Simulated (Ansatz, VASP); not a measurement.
## Two plane-wave programs on WI6

```xyz
7
Lattice="0.0000 5.7849 5.7849 5.7849 0.0000 5.7849 5.7849 5.7849 0.0000" Properties=species:S:1:pos:R:3 pbc="T T T"
W     0.0000    0.0000    0.0000
I     2.7107    5.7849    5.7849
I     8.8591    5.7849    5.7849
I     5.7849    2.7107    5.7849
I     5.7849    8.8591    5.7849
I     5.7849    5.7849    2.7107
I     5.7849    5.7849    8.8591
```

Alike in both runs: functional PBE; k mesh 6 × 6 × 6; occupations gaussian, width 0.01 eV; no spin polarisation.

Ansatz relaxed the structure, and its values are those at the end. VASP's run is a single point on that final structure, the one shown.

|  | VASP | Ansatz |
| --- | --- | --- |
| version | VASP 6.6.1 | Ansatz 0.2.0 |
| potentials or method | VASP PAW PBE potentials, release 64 (W_sv, I), cutoff 520 eV | scalar-relativistic, plane waves, PAW |
| valence electrons in the cell | 56 | 116 |

Ansatz gave:

```
gap on the k mesh at the Fermi level (eV) : 0.18
least direct gap on the mesh (eV)         : 0.19
pressure (GPa)                            : 0.0
```

Problem. Estimate VASP's values.

Solution. gap on the k mesh at the Fermi level (eV): 0.19; least direct gap on the mesh (eV): 0.19; pressure (GPa): 0.0.

With one functional, cell and mesh, what is left measures potentials, basis and numerics. VASP's potentials hold 56 valence electrons a cell and Ansatz's 116, so a difference there can come from the potentials and not from the codes.

Spin-orbit coupling is off throughout.
